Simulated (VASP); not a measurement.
# Al (P6/mmm) in VASP: notebook, part 2 of 2

VASP 6.6.1. Earlier steps stand in the parts before.

## Step 4: Single point, PBE

This run uses another cell than the first one, of 11.18 Å³/atom, 1.625 times its volume.

Input file INCAR:

```
SYSTEM = Al
PREC = Accurate
ENCUT = 520
EDIFF = 1E-7
ISMEAR = -1
SIGMA = 0.08
LREAL = .FALSE.
LASPH = .TRUE.
NELM = 80
ALGO = Normal
ISIF = 2
LWAVE = .FALSE.
LCHARG = .FALSE.
GGA = PE
NBANDS = 12
```

Input file KPOINTS:

```
Automatic mesh
0
G
  8 8 11
  0 0 0
```

Input file POSCAR:

```
Al
1.0
    4.0045997840      0.0000000000      0.0000000000
   -2.0022998920      3.4680851450      0.0000000000
    0.0000000000      0.0000000000      2.4158654886
Al
3
Direct
    0.0000000000      0.0000000000      0.0000000000
    0.3333333333      0.6666666667      0.5000000000
    0.6666666667      0.3333333333      0.5000000000
```

Potentials or basis: VASP PAW PBE potentials, release 64 (Al).

On the command line:

```console
$ cat potpaw_PBE.64/Al/POTCAR > POTCAR
$ mpirun -np 1 vasp_std > vasp.out
```

OUTCAR:

```text
SYSTEM = Al
   PREC = Accurate
   ENCUT = 520
   EDIFF = 1E-7
   ISMEAR = -1
   LREAL = .FALSE.
   LASPH = .TRUE.
   NELM = 80
   ISIF = 2
   GGA = PE

 ion  position               nearest neighbor table
   1  0.000  0.000  0.000-   2 2.61   3 2.61   2 2.61   3 2.61   3 2.61   3 2.61   2 2.61   2 2.61
                             3 2.61   3 2.61   2 2.61   2 2.61
   2  0.333  0.667  0.500-   3 2.31   3 2.31   3 2.31   1 2.61   1 2.61   1 2.61   1 2.61   1 2.61
                             1 2.61   3 3.34   3 3.34   3 3.34   3 3.34   3 3.34   3 3.34
   3  0.667  0.333  0.500-   2 2.31   2 2.31   2 2.31   1 2.61   1 2.61   1 2.61   1 2.61   1 2.61
                             1 2.61   2 3.34   2 3.34   2 3.34   2 3.34   2 3.34   2 3.34

  LATTYP: Found a hexagonal cell.
 ALAT       =     4.0045997840
 C/A-ratio  =     0.6032726412

  Lattice vectors:

 A1 = (   4.0045997840,   0.0000000000,   0.0000000000)
 A2 = (  -2.0022998920,   3.4680851450,   0.0000000000)
 A3 = (   0.0000000000,   0.0000000000,   2.4158654886)

Analysis of symmetry for initial positions (statically):
=====================================================================
 Subroutine PRICEL returns:
 Original cell was already a primitive cell.

 Routine SETGRP: Setting up the symmetry group for a
 hexagonal supercell.

 Subroutine GETGRP returns: Found 24 space group operations
 (whereof 24 operations were pure point group operations)
 out of a pool of 24 trial point group operations.

The static configuration has the point symmetry D_6h.

Analysis of symmetry for dynamics (positions and initial velocities):
=====================================================================
 Subroutine PRICEL returns:
 Original cell was already a primitive cell.

 Routine SETGRP: Setting up the symmetry group for a
 hexagonal supercell.

 Subroutine GETGRP returns: Found 24 space group operations
 (whereof 24 operations were pure point group operations)
 out of a pool of 24 trial point group operations.

The dynamic configuration has the point symmetry D_6h.

 Subroutine INISYM returns: Found 24 space group operations
 (whereof 24 operations are pure point group operations),
 and found     1 'primitive' translations

----------------------------------------------------------------------------------------

                                     Primitive cell

  volume of cell :      33.5522

  direct lattice vectors                    reciprocal lattice vectors
     4.004599784  0.000000000  0.000000000     0.249712844  0.144171778  0.000000000
    -2.002299892  3.468085145  0.000000000     0.000000000  0.288343555  0.000000000
     0.000000000  0.000000000  2.415865489     0.000000000  0.000000000  0.413930330

  length of vectors
     4.004599784  4.004599784  2.415865489     0.288343555  0.288343555  0.413930330

  position of ions in fractional coordinates (direct lattice)
     0.000000000  0.000000000  0.000000000
     0.333333333  0.666666667  0.500000000
     0.666666667  0.333333333  0.500000000

  ion indices of the primitive-cell ions
   primitive index   ion index
                 1           1
                 2           2
                 3           3

----------------------------------------------------------------------------------------

 KPOINTS: Automatic mesh

Automatic generation of k-mesh.
 Grid dimensions read from file:
 generate k-points for:    8    8   11

[... 43 lines left out ...]
  0.375000  0.000000  0.181818     12.000000
 [... further k-points ...]
   k-points           NKPTS =     60   k-points in BZ     NKDIM =     60   number of bands    NBANDS=     12
   number of dos      NEDOS =    301   number of ions     NIONS =      3
   total plane-waves  NPLWV =  16200
   dimension x,y,z NGX =    30 NGY =   30 NGZ =   18
   dimension x,y,z NGXF=    60 NGYF=   60 NGZF=   36
   ions per type =               3
   NGX,Y,Z   is equivalent  to a cutoff of  12.45, 12.45, 12.39 a.u.
   NGXF,Y,Z  is equivalent  to a cutoff of  24.91, 24.91, 24.77 a.u.
 SYSTEM =  Al
   PREC   = accura    normal or accurate (medium, high low for compatibility)
   ISTART =      0    job   : 0-new  1-cont  2-samecut
   ICHARG =      2    charge: 1-file 2-atom 10-const
   ISPIN  =      1    spin polarized calculation?
   LNONCOLLINEAR =      F non collinear calculations
   LSORBIT =      F    spin-orbit coupling
   LASPH  =      T    aspherical Exc in radial PAW
   ENCUT  =  520.0 eV  38.22 Ry    6.18 a.u.   7.45  7.45  4.49*2*pi/ulx,y,z
   NELM   =     80;   NELMIN=  2; NELMDL= -5     # of ELM steps
   EDIFF  = 0.1E-06   stopping-criterion for ELM
   LREAL  =      F    real-space projection
   EDIFFG = 0.1E-05   stopping-criterion for IOM
   NSW    =      0    number of steps for IOM
   IBRION =     -1    ionic relax: 0-MD 1-quasi-New 2-CG
   NFREE  =      0    steps in history (QN), initial steepest desc. (CG)
   ISIF   =      2    stress and relaxation
   ISYM   =      2    0-nonsym 1-usesym 2-fastsym
   POTIM  = 0.5000    time-step for ionic-motion
   TEBEG  =    0.0;   TEEND  =   0.0 temperature during run
   PSTRESS=    0.0 pullay stress
   NELECT =       9.0000    total number of electrons
   NUPDOWN=      -1.0000    fix difference up-down
   EMIN   =  10.00;   EMAX   =-10.00  energy-range for DOS
   EFERMI =   0.00;   METHOD = LEGACY
   ISMEAR =    -1;   SIGMA  =   0.08  broadening in eV -4-tet -1-fermi 0-gaus
   EFERMI_NEDOS =   21; number of points for ismear=-14 and -15
   IALGO  =     38    algorithm
   IMIX   =      4    mixing-type and parameters
     AMIX     =   0.40;   BMIX     =  1.00
     AMIX_MAG =   1.60;   BMIX_MAG =  1.00
  volume/ion in A,a.u.               =      11.18        75.47
  Fermi-wavevector in a.u.,A,eV,Ry     =   1.055800  1.995173 15.166609  1.114714
  Thomas-Fermi vector in A             =   2.191012
   LORBIT       =      0    0 simple, 1 ext, 2 COOP (PROOUT), +10 PAW based schemes
   GGA     = PE    functional components
   LHFCALC =     F    Hartree Fock is set to
   AEXX    =    0.0000 exact exchange contribution
   IVDW    =     0    specifies the selected vdW correction
   LEPSILON=     F    determine dielectric tensor
   LRPA    =     F    only Hartree local field effects (RPA)
 non-spin polarized calculation
  energy-cutoff  :      520.00
  volume of cell :       33.55
 maximum number of plane-waves:       933
 NGX is ok and might be reduce to    30
   NGX = 15   NGY = 15   NGZ =  9

 number of electron       9.0000000 magnetization

 Free energy of the ion-electron system (eV)
  ---------------------------------------------------
  ext. energy  EPLUGINS =         0.00000000
  ---------------------------------------------------
  free energy    TOTEN  =        -8.06941282 eV

  energy without entropy =       -8.04137227  energy(sigma->0) =       -8.05539254

 E-fermi :  12.8192     XC(G=0): -11.6978

 val. band max:       12.7569880055   @ k =   0.1250   0.0000   0.3636
 cond. band min:      12.8272105169   @ k =   0.2500   0.2500   0.2727
 fundamental gap:      0.0702225113
 Fermi energy:        12.8191597948

 k-point     1 :       0.0000    0.0000    0.0000
  band No.  band energies     occupation
      1      -1.3697      2.00000
      2       9.4736      2.00000
      3       9.4736      2.00000
      4       9.5375      2.00000
      5       9.5375      2.00000
      6      12.1382      1.99960
      7      12.4255      1.98552
      8      22.4592      0.00000
      9      22.8466      0.00000
     10      29.3922      0.00000
     11      29.3922      0.00000
     12      29.4152      0.00000
[... 331 lines left out ...]
 k-point    24 :       0.3750    0.0000    0.1818
  band No.  band energies     occupation
      1       1.1566      2.00000
      2       4.0889      2.00000
      3       7.7021      2.00000
      4       9.1551      2.00000
      5      15.7014      0.00000
      6      15.9203      0.00000
      7      17.9869      0.00000
      8      19.0821      0.00000
      9      21.3869      0.00000
     10      21.7114      0.00000
     11      22.3063      0.00000
     12      22.9930      0.00000

 [... further k-points ...]
[... 5 lines left out ...]
  --------------------------------------------------------------------------------------
  -------------------------------------------------------------------------------------
  Total       15.2414396     15.2414396     15.2480399      0.0000000      0.0000000      0.0000000
  in kB      727.8048573    727.8048573    728.1200357      0.0000000      0.0000000      0.0000000
  external PRESSURE =     727.9099167 kB  Pullay stress =       0.0000000 kB

 VOLUME and BASIS-vectors are now :
 -----------------------------------------------------------------------------
  energy-cutoff  :      520.00
  volume of cell :       33.55
      direct lattice vectors                 reciprocal lattice vectors
     4.004599784  0.000000000  0.000000000     0.249712844  0.144171778  0.000000000
    -2.002299892  3.468085145  0.000000000     0.000000000  0.288343555  0.000000000
     0.000000000  0.000000000  2.415865489     0.000000000  0.000000000  0.413930330

 POSITION                                       TOTAL-FORCE (eV/Angst)
 -----------------------------------------------------------------------------------
      0.00000      0.00000      0.00000        -0.000000      0.000000      0.000000
     -0.00000      2.31206      1.20793         0.000000      0.000000      0.000000
      2.00230      1.15603      1.20793        -0.000000      0.000000     -0.000000
 -----------------------------------------------------------------------------------
    total drift:                                0.000000     -0.000000     -0.000000

  FREE ENERGIE OF THE ION-ELECTRON SYSTEM (eV)
  ---------------------------------------------------
  free  energy   TOTEN  =        -8.0694128205 eV

  energy  without entropy=       -8.0413722692  energy(sigma->0) =       -8.05539254
```

OSZICAR:

```text
N       E                     dE             d eps       ncg     rms          rms(c)
DAV:   1     0.882052596673E+01    0.88205E+01   -0.32050E+03  1448   0.550E+02
DAV:   2    -0.780012581750E+01   -0.16621E+02   -0.15955E+02  1812   0.899E+01
DAV:   3    -0.823207627988E+01   -0.43195E+00   -0.42558E+00  1856   0.114E+01
DAV:   4    -0.823425000851E+01   -0.21737E-02   -0.21734E-02  1620   0.992E-01
DAV:   5    -0.823427120129E+01   -0.21193E-04   -0.21191E-04  1796   0.998E-02    0.399E+00
DAV:   6    -0.813380439405E+01    0.10047E+00   -0.58890E-03  1648   0.404E-01    0.231E+00
DAV:   7    -0.806974312419E+01    0.64061E-01   -0.14892E-02  1628   0.656E-01    0.402E-01
DAV:   8    -0.806962211555E+01    0.12101E-03   -0.47853E-04  1720   0.128E-01    0.127E-01
DAV:   9    -0.806941321211E+01    0.20890E-03   -0.70778E-05  1636   0.443E-02    0.530E-02
DAV:  10    -0.806941262527E+01    0.58684E-06   -0.86328E-07  1812   0.712E-03    0.211E-03
DAV:  11    -0.806941278052E+01   -0.15525E-06   -0.69837E-08  1064   0.132E-03    0.565E-04
DAV:  12    -0.806941282054E+01   -0.40023E-07   -0.53671E-09   932   0.489E-04
   1 F= -.80694128E+01 E0= -.80553925E+01  d E =-.280406E-01
```

stdout:

```text
POSCAR found type information on POSCAR Al
 POSCAR found :  1 types and       3 ions
 scaLAPACK will be used
 LDA part: xc-table for (Slater+PW92), standard interpolation
 POSCAR, INCAR and KPOINTS ok, starting setup
 FFT: planning ... GRIDC
 FFT: planning ... GRID_SOFT
 FFT: planning ... GRID
 WAVECAR not read
 entering main loop
```

Run time: 34 s. Hardware: 1 thread of Intel Xeon 6975P-C, shared host; peak memory 0.15 GiB.

What came out:

- Free energy: -8.0694 eV
- Pressure: 72.8 GPa

## Step 5: Summary

| cell | gap on the mesh (eV) | pressure (GPa) |
| --- | --- | --- |
| a = 3.413, b = 3.413, c = 2.047 Å, angles 90.0, 90.0, 120.0°, 3 atoms | none | 405.2 |
| a = 3.790, b = 3.790, c = 2.282 Å, angles 90.0, 90.0, 120.0°, 3 atoms | none | 141.6 |
| a = 4.005, b = 4.005, c = 2.416 Å, angles 90.0, 90.0, 120.0°, 3 atoms | none | 72.8 |

Alike in all rows: task single point; level PBE; potentials or basis VASP PAW PBE potentials, release 64 (Al); no spin polarisation; k mesh 8 × 8 × 11; cutoff (eV) 520; smearing fermi-dirac 0.08 eV.

Total energies depend on the potentials used, so only differences within one code and one set of settings carry meaning.
